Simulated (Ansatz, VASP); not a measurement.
# Al: VASP beside Ansatz

File INCAR:

```
SYSTEM = Al
  PREC = Accurate
  ENCUT = 520
  EDIFF = 1E-7
  ISMEAR = 0
  SIGMA = 0.15
  LREAL = .False.
  LASPH = .True.
  NELM = 100
  ALGO = Normal
  ISIF = 2
  LWAVE = .False.
  LCHARG = .False.
  GGA = PE
  IVDW = 12
  NBANDS = 14
```

The input KPOINTS:

```
Automatic mesh
0
Gamma
  18 18 4
  0 0 0
```

Contents of POSCAR:

```
Al
1.0
    3.0114000000      0.0000000000      0.0000000000
   -1.5057000000      2.6079489009      0.0000000000
    0.0000000000      0.0000000000      8.8418000000
Al
4
Direct
    0.0000000000      0.0000000000      0.0000000000
    0.3333333333      0.6666666667      0.2500000000
    0.0000000000      0.0000000000      0.5000000000
    0.6666666667      0.3333333333      0.7500000000
```

Input for Ansatz:

```yaml
crystal:
  lattice:
    - [3.0114, 0.0, 0.0]
    - [-1.5057, 2.6079489009, 0.0]
    - [0.0, 0.0, 8.8418]
  atoms:
    - { symbol: Al, position: [0.0, 0.0, 0.0] }
    - { symbol: Al, position: [0.3333333333, 0.6666666667, 0.25] }
    - { symbol: Al, position: [0.0, 0.0, 0.5] }
    - { symbol: Al, position: [0.6666666667, 0.3333333333, 0.75] }
basis:
  ecutwfc: 420
kpoints:
  mp_grid: { grid: [18, 18, 4] }
hamiltonian:
  xc: pbe
  pseudopotentials: { kind: paw, azcp: { folder: soft_1 } }
  dispersion: d3bj
scf:
  occupations: { method: gaussian, width: 0.15 }
output:
  forces: true
  stress: true
  eigenvalues: true
```

Alike in both runs: task single point; functional PBE; dispersion D3(BJ); k mesh 18 × 18 × 4; occupations gaussian, width 0.15 eV; no spin polarisation.

|  | VASP | Ansatz |
| --- | --- | --- |
| version | VASP 6.6.1 | Ansatz 0.2.0 |
| potentials or method | VASP PAW PBE potentials, release 64 (Al), cutoff 520 eV | scalar-relativistic, plane waves, PAW |
| valence electrons in the cell | 12 | 12 |

|  | VASP | Ansatz | Ansatz less VASP |
| --- | --- | --- | --- |
| gap on the k mesh at the Fermi level (eV) | none | none | - |
| pressure (GPa) | -5.3 | -5.3 | 0.00 |
| traceless stress, the component that is largest in VASP (GPa) | 4.36 | 4.37 | +0.007 |

A gap of «none» marks a metal or a gap that the smearing closes.
